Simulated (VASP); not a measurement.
# Hf2SiOF2 (P4/mmm) in VASP: single point with PBE

Aim: the single point of Hf2SiOF2 with PBE.

Everything below comes from runs of VASP 6.6.1. Logs are shortened: lines on timing, memory, paths and dates and some standing lists are left out, and cuts for length are marked.

### Step 1. The cell of the first run

Symmetry: P4/mmm, No. 123, tetragonal system. The conventional cell has a = 3.898 Å, b = 3.898 Å, c = 4.957 Å, α = 90.00°, β = 90.00°, γ = 90.00°. Within 2.9 Å of Hf (site symmetry 4mm) lie 2 Hf at 2.19 to 2.76 Å and 4 F at 2.39 Å. Si (site symmetry 4/mmm) has 2 O at 2.48 Å and 8 Hf at 2.97 Å and 8 F at 3.15 Å within 3.3 Å. O (site symmetry 4/mmm) has 4 F at 1.95 Å and 2 Si at 2.48 Å within 2.6 Å. F (site symmetry mmm) has 2 O at 1.95 Å and 4 Hf at 2.39 Å within 2.6 Å.

### Step 2. Single point, PBE

The input, INCAR:

```
SYSTEM = Hf2SiOF2
PREC = Accurate ; ENCUT = 520
EDIFF = 1E-6 ; ISMEAR = 0
SIGMA = 0.1 ; LREAL = .FALSE.
LASPH = .TRUE. ; NELM = 80
ALGO = Normal ; ISIF = 2
LWAVE = .FALSE. ; LCHARG = .FALSE.
GGA = PE ; NBANDS = 31
```

The input, KPOINTS:

```
regular mesh
0
G
  4 4 4
  0 0 0
```

The input, POSCAR:

```
Hf2SiOF2
1.0
    3.8979890100      0.0000000000      0.0000000000
    0.0000000000      3.8979890100      0.0000000000
    0.0000000000      0.0000000000      4.9567257500
Hf Si O F
2 1 1 2
Direct
    0.5000000000      0.5000000000      0.7211725700
    0.5000000000      0.5000000000      0.2788274300
    0.0000000000      0.0000000000      0.5000000000
    0.0000000000      0.0000000000      0.0000000000
    0.5000000000      0.0000000000      0.0000000000
    0.0000000000      0.5000000000      0.0000000000
```

Potentials or basis: VASP PAW PBE potentials, release 64 (Hf_pv, Si, O, F).

Launch:

```console
$ cat potpaw_PBE.64/Hf_pv/POTCAR potpaw_PBE.64/Si/POTCAR potpaw_PBE.64/O/POTCAR potpaw_PBE.64/F/POTCAR > POTCAR
$ mpirun -np 1 vasp_std > vasp.out
```

OUTCAR:

```text
SYSTEM = Hf2SiOF2
   PREC = Accurate
   ENCUT = 520
   EDIFF = 1E-6
   ISMEAR = 0
   LREAL = .FALSE.
   LASPH = .TRUE.
   NELM = 80
   ISIF = 2
   GGA = PE

 ion  position               nearest neighbor table
   1  0.500  0.500  0.721-   2 2.19   5 2.39   6 2.39   5 2.39   6 2.39   2 2.76   3 2.97   3 2.97
                             3 2.97   3 2.97
   2  0.500  0.500  0.279-   1 2.19   5 2.39   6 2.39   5 2.39   6 2.39   1 2.76   3 2.97   3 2.97
                             3 2.97   3 2.97
   3  0.000  0.000  0.500-   4 2.48   4 2.48   1 2.97   2 2.97   1 2.97   2 2.97   1 2.97   2 2.97
                             1 2.97   2 2.97
   4  0.000  0.000  0.000-   3 2.48   3 2.48
   5  0.500  0.000  0.000-   1 2.39   2 2.39   1 2.39   2 2.39
   6  0.000  0.500  0.000-   1 2.39   2 2.39   1 2.39   2 2.39

  LATTYP: Found a simple tetragonal cell.
 ALAT       =     3.8979890100
 C/A-ratio  =     1.2716110121

  Lattice vectors:

 A1 = (   3.8979890100,   0.0000000000,   0.0000000000)
 A2 = (   0.0000000000,   3.8979890100,   0.0000000000)
 A3 = (   0.0000000000,   0.0000000000,   4.9567257500)

Analysis of symmetry for initial positions (statically):
=====================================================================
 Subroutine PRICEL returns:
 Original cell was already a primitive cell.

 Routine SETGRP: Setting up the symmetry group for a
 simple tetragonal supercell.

 Subroutine GETGRP returns: Found 16 space group operations
 (whereof 16 operations were pure point group operations)
 out of a pool of 16 trial point group operations.

The static configuration has the point symmetry D_4h.

Analysis of symmetry for dynamics (positions and initial velocities):
=====================================================================
 Subroutine PRICEL returns:
 Original cell was already a primitive cell.

 Routine SETGRP: Setting up the symmetry group for a
 simple tetragonal supercell.

 Subroutine GETGRP returns: Found 16 space group operations
 (whereof 16 operations were pure point group operations)
 out of a pool of 16 trial point group operations.

The dynamic configuration has the point symmetry D_4h.

 Subroutine INISYM returns: Found 16 space group operations
 (whereof 16 operations are pure point group operations),
 and found     1 'primitive' translations

----------------------------------------------------------------------------------------

                                     Primitive cell

  volume of cell :      75.3141

  direct lattice vectors                    reciprocal lattice vectors
[... 94 lines left out ...]
   ISIF   =      2    stress and relaxation
   ISYM   =      2    0-nonsym 1-usesym 2-fastsym
   POTIM  = 0.5000    time-step for ionic-motion
   TEBEG  =    0.0;   TEEND  =   0.0 temperature during run
   PSTRESS=    0.0 pullay stress
   NELECT =      44.0000    total number of electrons
   NUPDOWN=      -1.0000    fix difference up-down
   EMIN   =  10.00;   EMAX   =-10.00  energy-range for DOS
   EFERMI =   0.00;   METHOD = LEGACY
   ISMEAR =     0;   SIGMA  =   0.10  broadening in eV -4-tet -1-fermi 0-gaus
   EFERMI_NEDOS =   21; number of points for ismear=-14 and -15
   IALGO  =     38    algorithm
   IMIX   =      4    mixing-type and parameters
     AMIX     =   0.40;   BMIX     =  1.00
     AMIX_MAG =   1.60;   BMIX_MAG =  1.00
  volume/ion in A,a.u.               =      12.55        84.71
  Fermi-wavevector in a.u.,A,eV,Ry     =   1.368570  2.586222 25.483493  1.872984
  Thomas-Fermi vector in A             =   2.494522
   LORBIT       =      0    0 simple, 1 ext, 2 COOP (PROOUT), +10 PAW based schemes
   GGA     = PE    functional components
   LHFCALC =     F    Hartree Fock is set to
   AEXX    =    0.0000 exact exchange contribution
   IVDW    =     0    specifies the selected vdW correction
   LEPSILON=     F    determine dielectric tensor
   LRPA    =     F    only Hartree local field effects (RPA)
 non-spin polarized calculation
 Gauss-broadening in eV      SIGMA  =   0.10
  energy-cutoff  :      520.00
  volume of cell :       75.31
 maximum number of plane-waves:      2043
 NGX is ok and might be reduce to    30
   NGX = 15   NGY = 15   NGZ = 19

 number of electron      44.0000002 magnetization

 Free energy of the ion-electron system (eV)
  ---------------------------------------------------
  ext. energy  EPLUGINS =         0.00000000
  ---------------------------------------------------
  free energy    TOTEN  =       -34.19251362 eV

  energy without entropy =      -34.16410696  energy(sigma->0) =      -34.17831029

 E-fermi :   6.6135     XC(G=0): -11.6704

 val. band max:        6.5983137042   @ k =   0.2500   0.0000   0.2500
 cond. band min:       6.6257657730   @ k =   0.2500   0.2500   0.2500
 fundamental gap:      0.0274520688
 Fermi energy:         6.6134627612

 k-point     1 :       0.0000    0.0000    0.0000
  band No.  band energies     occupation
      1     -26.8187      2.00000
      2     -24.9195      2.00000
      3     -24.9195      2.00000
      4     -24.2474      2.00000
      5     -24.2474      2.00000
      6     -22.4617      2.00000
[... 601 lines left out ...]
     30      10.6636      0.00000
     31      10.6636      0.00000

------------------------ aborting loop because EDIFF is reached ----------------------------------------

  FORCE on cell =-STRESS in cart. coord.  units (eV):
  Direction    XX          YY          ZZ          XY          YZ          ZX
  --------------------------------------------------------------------------------------
  -------------------------------------------------------------------------------------
  Total        8.4179016      8.4179016     20.1066766      0.0000000      0.0000000     -0.0000000
  in kB      179.0763843    179.0763843    427.7349763      0.0000000      0.0000000     -0.0000000
  external PRESSURE =     261.9625816 kB  Pullay stress =       0.0000000 kB

 VOLUME and BASIS-vectors are now :
 -----------------------------------------------------------------------------
  energy-cutoff  :      520.00
  volume of cell :       75.31
      direct lattice vectors                 reciprocal lattice vectors
     3.897989010  0.000000000  0.000000000     0.256542540  0.000000000  0.000000000
     0.000000000  3.897989010  0.000000000     0.000000000  0.256542540  0.000000000
     0.000000000  0.000000000  4.956725750     0.000000000  0.000000000  0.201746082

 POSITION                                       TOTAL-FORCE (eV/Angst)
 -----------------------------------------------------------------------------------
      1.94899      1.94899      3.57465        -0.000000      0.000000      9.857098
      1.94899      1.94899      1.38207         0.000000     -0.000000     -9.857098
      0.00000      0.00000      2.47836         0.000000      0.000000      0.000000
      0.00000      0.00000      0.00000         0.000000      0.000000      0.000000
      1.94899      0.00000      0.00000         0.000000      0.000000      0.000000
      0.00000      1.94899      0.00000         0.000000      0.000000      0.000000
 -----------------------------------------------------------------------------------
    total drift:                                0.000000      0.000000      0.000000

  FREE ENERGIE OF THE ION-ELECTRON SYSTEM (eV)
  ---------------------------------------------------
  free  energy   TOTEN  =       -34.1925136243 eV

  energy  without entropy=      -34.1641069615  energy(sigma->0) =      -34.17831029
```

stdout:

```text
POSCAR found type information on POSCAR HfSiO F
 POSCAR found :  4 types and       6 ions
 scaLAPACK will be used
 LDA part: xc-table for (Slater+PW92), standard interpolation
 POSCAR, INCAR and KPOINTS ok, starting setup
 FFT: planning ... GRIDC
 FFT: planning ... GRID_SOFT
 FFT: planning ... GRID
 WAVECAR not read
 entering main loop
```

Wall time 56 s (1 thread of Intel Xeon Platinum 8375C at 2.90GHz (Ice Lake), shared host); peak memory 0.2 GiB.

What came out:

- Free energy: -34.1925 eV
- Pressure: 26.2 GPa
- Largest force: 9.857 eV/Å
- Band gap on the k mesh: zero (band 22 reaches 7.33 eV, above the bottom of band 23 at 6.34 eV)

Forces on the atoms (eV/Å):
```
Hf   0.000  0.000  9.857
Hf   0.000  0.000 -9.857
Si   0.000  0.000  0.000
O    0.000  0.000  0.000
F    0.000  0.000  0.000
F    0.000  0.000  0.000
```

Caveat: the k points lie up to 0.40 Å⁻¹ apart; spin-orbit coupling is left out, which moves the levels of the heavy elements; forces of over 1 eV/Å act on the atoms, so gaps and moduli don't describe the material at rest.
